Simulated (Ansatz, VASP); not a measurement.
## One calculation of ZnS, two programs

The input INCAR:

```
SYSTEM = ZnS
ALGO = Normal
EDIFF = 1E-7
ENCUT = 520
GGA = PE
ISIF = 2
ISMEAR = 0
LASPH = .True.
LCHARG = .False.
LREAL = .False.
LWAVE = .False.
NBANDS = 46
NELM = 80
PREC = Accurate
SIGMA = 0.05
```

KPOINTS

```
k-points
0
Gamma
  12 12 2
  0 0 0
```

The input POSCAR:

```
ZnS
1.0
    3.8454929876      0.0000000000      0.0000000000
   -1.9227464938      3.3302946173      0.0000000000
    0.0000000000      0.0000000000     12.6106666232
Zn S
4 4
Direct
    0.3333333333      0.6666666667      0.0026098951
    0.3333333333      0.6666666667      0.5026098951
    0.6594156128      0.3280251935      0.2526098951
    0.6739177205      0.3386414732      0.7526098951
    0.3268589111      0.6619270606      0.1898901049
    0.3398077556      0.6714062727      0.6898901049
    0.6662872538      0.3330555839      0.4398901049
    0.6670460795      0.3336110828      0.9398901049
```

Input for Ansatz:

```yaml
crystal:
  lattice:
    - [3.8454929876, 0.0, 0.0]
    - [-1.9227464938, 3.3302946173, 0.0]
    - [0.0, 0.0, 12.6106666232]
  atoms:
    - { symbol: Zn, position: [0.3333333333, 0.6666666667, 0.0026098951] }
    - { symbol: Zn, position: [0.3333333333, 0.6666666667, 0.5026098951] }
    - { symbol: Zn, position: [0.6594156128, 0.3280251935, 0.2526098951] }
    - { symbol: Zn, position: [0.6739177205, 0.3386414732, 0.7526098951] }
    - { symbol: S, position: [0.3268589111, 0.6619270606, 0.1898901049] }
    - { symbol: S, position: [0.3398077556, 0.6714062727, 0.6898901049] }
    - { symbol: S, position: [0.6662872538, 0.3330555839, 0.4398901049] }
    - { symbol: S, position: [0.6670460795, 0.3336110828, 0.9398901049] }
basis:
  ecutwfc: 420
kpoints:
  mp_grid: { grid: [12, 12, 2] }
hamiltonian:
  xc: pbe
scf:
  occupations: { method: gaussian, width: 0.05 }
output:
  forces: true
  stress: true
  eigenvalues: true
  write_density: true
  write_potential: true
  elf: true
  volumetric_format: npy
```

Change from the starting cell: mode 4 (56.2 1/cm) frozen in, largest displacement +0.025 Å.

Alike in both runs: task single point; functional PBE; k mesh 12 × 12 × 2; occupations gaussian, width 0.05 eV; no spin polarisation.

|  | VASP | Ansatz |
| --- | --- | --- |
| version | VASP 6.6.1 | Ansatz 0.2.0 |
| potentials or method | VASP PAW PBE potentials, release 64 (Zn, S), cutoff 520 eV | scalar-relativistic, plane waves, PAW |
| valence electrons in the cell | 72 | 72 |

|  | VASP | Ansatz | Ansatz less VASP |
| --- | --- | --- | --- |
| gap on the k mesh at the Fermi level (eV) | 2.08 | 2.08 | -0.003 |
| least direct gap on the mesh (eV) | 2.08 | 2.08 | -0.003 |
| pressure (GPa) | 0.1 | 0.0 | -0.14 |
| rms of the force components (eV/Å) | 0.006 | 0.006 | -0.0002 |

Atom by atom the forces differ by 0.000 eV/Å (rms over components). The functional is the same, so the differences come from potentials, cutoffs and numerics.
